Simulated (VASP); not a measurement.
# CdS (F-43m) in VASP: G0W0 quasiparticle levels with PBE

Aim: the G0W0 quasiparticle levels of CdS with PBE.

All numbers are computed with VASP 6.6.1; they aren't measurements. Logs are shortened: lines on timing, memory, paths and dates and some standing lists are left out, and cuts for length are marked.

## 1. The cell of the first run

Symmetry: F-43m, No. 216, cubic system. Conventional cell: a = 5.878 Å, b = 5.878 Å, c = 5.878 Å, α = 90.00°, β = 90.00°, γ = 90.00°. Cd (site symmetry -43m) has 4 S at 2.55 Å within 3.4 Å. Within 3.4 Å of S (site symmetry -43m) lie 4 Cd at 2.55 Å.

## 2. G0W0 quasiparticle levels, PBE

POSCAR reads:

```
CdS
1.0
    0.0000000000      2.9392138883      2.9392138883
    2.9392138883      0.0000000000      2.9392138883
    2.9392138883      2.9392138883      0.0000000000
Cd S
1 1
Direct
    0.0000000000      0.0000000000      0.0000000000
    0.2500000000      0.2500000000      0.2500000000
```

INCAR.step1 reads:

```
  ALGO = Normal
  EDIFF = 1E-8
  ENCUT = 500
  GGA = PE
  ISMEAR = 0
  LASPH = T
  LCHARG = F
  LREAL = F
  LWAVE = T
  NELM = 60
  PREC = Accurate
  SIGMA = 0.01
```

INCAR.step2 reads:

```
  ALGO = Exact
  EDIFF = 1E-8
  ENCUT = 500
  GGA = PE
  ISMEAR = 0
  ISTART = 1
  LASPH = T
  LCHARG = F
  LOPTICS = T
  LREAL = F
  LWAVE = T
  NBANDS = 69
  NELM = 1
  PREC = Accurate
  SIGMA = 0.01
```

INCAR.step3 reads:

```
  ALGO = EVGW0
  EDIFF = 1E-8
  ENCUT = 500
  ENCUTGW = 80.0
  GGA = PE
  ISMEAR = 0
  ISTART = 1
  LASPH = T
  LCHARG = F
  LREAL = F
  LWAVE = F
  NBANDS = 69
  NBANDSGW = 17
  NELMGW = 1
  NOMEGA = 48
  PREC = Accurate
  PRECFOCK = Fast
  SIGMA = 0.01
```

KPOINTS reads:

```
k-points
0
Gamma
  4 4 4
```

Potentials or basis: VASP PAW PBE potentials, release 64 (Cd_GW, S_GW).

Command:

```
$ cat potpaw_PBE.64/Cd_GW/POTCAR potpaw_PBE.64/S_GW/POTCAR > POTCAR
$ cp INCAR.step1 INCAR
$ mpirun -np 1 vasp_std > vasp.out
$ cp INCAR.step2 INCAR
$ mpirun -np 1 vasp_std > vasp.out
$ cp INCAR.step3 INCAR
$ mpirun -np 1 vasp_std > vasp.out
```

OUTCAR:

```text
EDIFF = 1E-8
   ENCUT = 500
   ENCUTGW = 80.0
   GGA = PE
   ISMEAR = 0
   ISTART = 1
   LASPH = T
   LREAL = F
   NELMGW = 1
   PREC = Accurate
   PRECFOCK = Fast

 ion  position               nearest neighbor table
   1  0.000  0.000  0.000-   2 2.55   2 2.55   2 2.55   2 2.55
   2  0.250  0.250  0.250-   1 2.55   1 2.55   1 2.55   1 2.55

  LATTYP: Found a face centered cubic cell.
 ALAT       =     5.8784277766

  Lattice vectors:

 A1 = (   0.0000000000,   2.9392138883,   2.9392138883)
 A2 = (   2.9392138883,   0.0000000000,   2.9392138883)
 A3 = (   2.9392138883,   2.9392138883,   0.0000000000)

Analysis of symmetry for initial positions (statically):
=====================================================================
 Subroutine PRICEL returns:
 Original cell was already a primitive cell.

 Routine SETGRP: Setting up the symmetry group for a
 face centered cubic supercell.

 Subroutine GETGRP returns: Found 24 space group operations
 (whereof 24 operations were pure point group operations)
 out of a pool of 48 trial point group operations.

The static configuration has the point symmetry T_d .

Analysis of symmetry for dynamics (positions and initial velocities):
=====================================================================
 Subroutine PRICEL returns:
 Original cell was already a primitive cell.

 Routine SETGRP: Setting up the symmetry group for a
 face centered cubic supercell.

 Subroutine GETGRP returns: Found 24 space group operations
 (whereof 24 operations were pure point group operations)
 out of a pool of 48 trial point group operations.

The dynamic configuration has the point symmetry T_d .

 Subroutine INISYM returns: Found 24 space group operations
 (whereof 24 operations are pure point group operations),
 and found     1 'primitive' translations

----------------------------------------------------------------------------------------

                                     Primitive cell

  volume of cell :      50.7836

  direct lattice vectors                    reciprocal lattice vectors
     0.000000000  2.939213888  2.939213888    -0.170113513  0.170113513  0.170113513
     2.939213888  0.000000000  2.939213888     0.170113513 -0.170113513  0.170113513
     2.939213888  2.939213888  0.000000000     0.170113513  0.170113513 -0.170113513

  length of vectors
     4.156676144  4.156676144  4.156676144     0.294645248  0.294645248  0.294645248

  position of ions in fractional coordinates (direct lattice)
     0.000000000  0.000000000  0.000000000
     0.250000000  0.250000000  0.250000000

  ion indices of the primitive-cell ions
   primitive index   ion index
                 1           1
                 2           2

----------------------------------------------------------------------------------------

 KPOINTS: k-points

Automatic generation of k-mesh.
 Grid dimensions read from file:
 generate k-points for:    4    4    4

 Generating k-lattice:

  Cartesian coordinates                     Fractional coordinates (reciprocal lattice)
    -0.042528378  0.042528378  0.042528378     0.250000000  0.000000000  0.000000000
     0.042528378 -0.042528378  0.042528378     0.000000000  0.250000000  0.000000000
     0.042528378  0.042528378 -0.042528378     0.000000000  0.000000000  0.250000000

  Length of vectors
     0.073661312  0.073661312  0.073661312

  Shift w.r.t. Gamma in fractional coordinates (k-lattice)
     0.000000000  0.000000000  0.000000000

 Subroutine IBZKPT returns following result:
 ===========================================

 Found      8 irreducible k-points:

 Following reciprocal coordinates:
            Coordinates               Weight
  0.000000  0.000000  0.000000      1.000000
  0.250000  0.000000  0.000000      8.000000
  0.500000  0.000000  0.000000      4.000000
  0.250000  0.250000  0.000000      6.000000
  0.500000  0.250000  0.000000     24.000000
 -0.250000  0.250000  0.000000     12.000000
  0.500000  0.500000  0.000000      3.000000
 -0.250000  0.500000  0.250000      6.000000
   k-points           NKPTS =      8   k-points in BZ     NKDIM =     64   number of bands    NBANDS=     69
   number of dos      NEDOS =    301   number of ions     NIONS =      2
   total plane-waves  NPLWV =  27000
   dimension x,y,z NGX =    30 NGY =   30 NGZ =   30
   dimension x,y,z NGXF=    60 NGYF=   60 NGZF=   60
   ions per type =               1   1
   NGX,Y,Z   is equivalent  to a cutoff of  12.00, 12.00, 12.00 a.u.
   NGXF,Y,Z  is equivalent  to a cutoff of  24.00, 24.00, 24.00 a.u.
 SYSTEM =  unknown system
   PREC   = accura    normal or accurate (medium, high low for compatibility)
   ISTART =      1    job   : 0-new  1-cont  2-samecut
   ICHARG =      0    charge: 1-file 2-atom 10-const
   ISPIN  =      1    spin polarized calculation?
   LNONCOLLINEAR =      F non collinear calculations
   LSORBIT =      F    spin-orbit coupling
   LASPH  =      T    aspherical Exc in radial PAW
   ENCUT  =  500.0 eV  36.75 Ry    6.06 a.u.   7.58  7.58  7.58*2*pi/ulx,y,z
   NELM   =     60;   NELMIN=  2; NELMDL=  0     # of ELM steps
   EDIFF  = 0.1E-07   stopping-criterion for ELM
   LREAL  =      F    real-space projection
   EDIFFG = 0.1E-06   stopping-criterion for IOM
   NSW    =      0    number of steps for IOM
   IBRION =     -1    ionic relax: 0-MD 1-quasi-New 2-CG
   NFREE  =      0    steps in history (QN), initial steepest desc. (CG)
   ISIF   =      0    stress and relaxation
   ISYM   =      3    0-nonsym 1-usesym 2-fastsym
   POTIM  = 0.5000    time-step for ionic-motion
   TEBEG  =    0.0;   TEEND  =   0.0 temperature during run
   PSTRESS=    0.0 pullay stress
   NELECT =      18.0000    total number of electrons
   NUPDOWN=      -1.0000    fix difference up-down
   EMIN   =  10.00;   EMAX   =-10.00  energy-range for DOS
   EFERMI =   0.00;   METHOD = LEGACY
   ISMEAR =     0;   SIGMA  =   0.01  broadening in eV -4-tet -1-fermi 0-gaus
   EFERMI_NEDOS =   21; number of points for ismear=-14 and -15
   IALGO  =     38    algorithm
   IMIX   =      4    mixing-type and parameters
     AMIX     =   0.40;   BMIX     =  1.00
     AMIX_MAG =   1.60;   BMIX_MAG =  1.00
  volume/ion in A,a.u.               =      25.39       171.35
  Fermi-wavevector in a.u.,A,eV,Ry     =   1.158576  2.189391 18.263073  1.342298
  Thomas-Fermi vector in A             =   2.295177
   LORBIT       =      0    0 simple, 1 ext, 2 COOP (PROOUT), +10 PAW based schemes
   GGA     = PE    functional components
   LHFCALC =     T    Hartree Fock is set to
   PRECFOCK=fast      Normal, Fast or Accurate (Low or Medium for compatibility)
   ENCUT4O =  -1.0   cutoff for four orbital integrals eV
   NKREDX  =     1    reduce k-point grid by
   NKREDY  =     1    reduce k-point grid by
   NKREDZ  =     1    reduce k-point grid by
   AEXX    =    1.0000 exact exchange contribution
   HFSCREEN=    0.0000 screening length (either q_TF or 0.3 A-1)
   HFSCREENC=   0.0000 screening length for correlation (either q_TF or 0.3 A-1)
   ENCUTFOCK=  -1.0 apply spherical cutoff to Coloumb kernel
   IVDW    =     0    specifies the selected vdW correction
   LEPSILON=     F    determine dielectric tensor
   LRPA    =     F    only Hartree local field effects (RPA)
   LRPAFORCE           =     F    calculate RPA forces
   ENCUTGW             =  80.0    cutoff for response function in eV
   ENCUTGWSOFT         =  64.0    soft cutoff for Coulomb kernel in GW response function in eV
   ENCUTLF             =  -1.0    cutoff for local field effects
   NELMGW              =     1    number of iterations in solving QP/BSE equation
   NELMHF              =     1    number of iterations in the inner HF iteration
   NKREDLFX            =     1    NKREDLFY  =   1   NKREDLFZ  =   1
 non-spin polarized calculation
 Gauss-broadening in eV      SIGMA  =   0.01
  energy-cutoff  :      500.00
  volume of cell :       50.78
 maximum number of plane-waves:      1308
  NGX = 18; NGY = 18; NGZ = 18
   NGX = 15   NGY = 15   NGZ = 15
 maximum number of plane-waves:        92
 NGX is ok and might be reduce to    14

 QP shifts <psi_nk| G(iteration)W_0 |psi_nk>: iteration 1
 for sc-GW calculations column KS-energies equals QP-energies in previous step
 and V_xc(KS)=  KS-energies - (<T + V_ion + V_H > + <T+V_H+V_ion>^1  + <V_x>^1)

 k-point   1 :       0.0000    0.0000    0.0000
  band No.  KS-energies  QP-energies   sigma(KS)   V_xc(KS)     V^pw_x(r,r')   Z            occupation Imag(sigma)

      1      -9.7791      -9.9238     -13.2338     -12.9949     -20.8866       0.6059       2.0000       1.0838
      2      -5.2186      -6.7750     -17.4062     -15.1752     -22.9271       0.6976       2.0000       0.2119
      3      -5.2186      -6.7750     -17.4062     -15.1752     -22.9271       0.6976       2.0000       0.2119
      4      -5.2186      -6.7750     -17.4062     -15.1752     -22.9271       0.6976       2.0000       0.2119
      5      -4.7723      -6.4458     -17.8598     -15.4968     -23.2438       0.7082       2.0000       0.1558
      6      -4.7723      -6.4458     -17.8598     -15.4968     -23.2438       0.7082       2.0000       0.1558
[... 9 lines left out ...]
     16      13.7878      14.5010      -9.6511     -10.6201      -4.8788       0.7360       0.0000      -0.2623
     17      15.6508      15.6680      -7.1309      -7.1538      -2.0864       0.7494       0.0000      -0.4586

 k-point   2 :       0.2500    0.0000    0.0000
  band No.  KS-energies  QP-energies   sigma(KS)   V_xc(KS)     V^pw_x(r,r')   Z            occupation Imag(sigma)

      1      -9.5759      -9.7406     -13.5211     -13.2568     -21.0998       0.6232       2.0000       1.0692
      2      -5.1519      -6.7184     -17.4763     -15.2342     -22.9878       0.6986       2.0000       0.2079
      3      -5.1519      -6.7184     -17.4763     -15.2342     -22.9878       0.6986       2.0000       0.2079
      4      -4.9794      -6.5090     -17.2080     -15.0288     -22.6565       0.7019       2.0000       0.2204
      5      -4.7681      -6.4453     -17.8602     -15.4983     -23.2495       0.7101       2.0000       0.1570
      6      -4.7681      -6.4453     -17.8602     -15.4983     -23.2495       0.7101       2.0000       0.1570
[... 9 lines left out ...]
     16      13.6768      13.6552      -6.9584      -6.9299      -2.0874       0.7566       0.0000      -0.3265
     17      17.2625      17.6151      -7.9943      -8.4573      -2.6212       0.7616       0.0000      -0.6168

 k-point   3 :       0.5000    0.0000    0.0000
  band No.  KS-energies  QP-energies   sigma(KS)   V_xc(KS)     V^pw_x(r,r')   Z            occupation Imag(sigma)
[... 85 lines left out ...]
      1      -9.2474      -9.4565     -14.0661     -13.7434     -21.5327       0.6481       2.0000       1.0240
      2      -5.0131      -6.6213     -17.2712     -14.9894     -22.6348       0.7048       2.0000       0.1927
      3      -4.8929      -6.5097     -17.8137     -15.5244     -23.3081       0.7062       2.0000       0.1917
      4      -4.8929      -6.5097     -17.8137     -15.5244     -23.3081       0.7062       2.0000       0.1917
      5      -4.6913      -6.3779     -17.9552     -15.5882     -23.3577       0.7125       2.0000       0.1553
      6      -4.3473      -5.8445     -17.4724     -15.3583     -22.8848       0.7082       2.0000       0.1983
[... 9 lines left out ...]
     16      15.6272      16.4017      -9.8420     -10.8826      -4.6791       0.7442       0.0000      -0.4479
     17      15.6272      16.4017      -9.8420     -10.8826      -4.6791       0.7442       0.0000      -0.4479

 k-point   8 :      -0.2500    0.5000    0.2500
  band No.  KS-energies  QP-energies   sigma(KS)   V_xc(KS)     V^pw_x(r,r')   Z            occupation Imag(sigma)

      1      -9.2489      -9.4523     -14.0591     -13.7428     -21.5350       0.6432       2.0000       1.0190
      2      -4.9986      -6.5928     -17.4861     -15.2209     -22.9302       0.7038       2.0000       0.1999
      3      -4.9838      -6.6045     -17.6982     -15.4035     -23.1894       0.7063       2.0000       0.1928
      4      -4.8084      -6.4734     -17.8544     -15.5074     -23.2796       0.7094       2.0000       0.1683
      5      -4.7639      -6.4292     -17.8060     -15.4577     -23.1981       0.7092       2.0000       0.1628
      6      -4.1768      -5.6750     -17.7770     -15.6628     -23.2110       0.7086       2.0000       0.1914
[... 9 lines left out ...]
     16      15.4700      16.3954     -10.3737     -11.6222      -5.1018       0.7411       0.0000      -0.4856
     17      15.6185      16.4070      -9.5949     -10.6577      -4.2570       0.7419       0.0000      -0.4620
```

Wall time 2 min (1 thread of Intel Xeon 6975P-C (Granite Rapids), shared host); peak memory 0.53 GiB.

Results:

```
Quasiparticle gap                                   : 1.78 eV
Least direct quasiparticle gap                      : 1.78 eV
Band gap of the starting levels on the mesh         : 1.08 eV
Least direct gap of the starting levels on the mesh : 1.08 eV
```

Caveat: the k points lie up to 0.46 Å⁻¹ apart; bands, screening cutoff and mesh are small and nothing is extrapolated, so the quasiparticle values aren't converged.
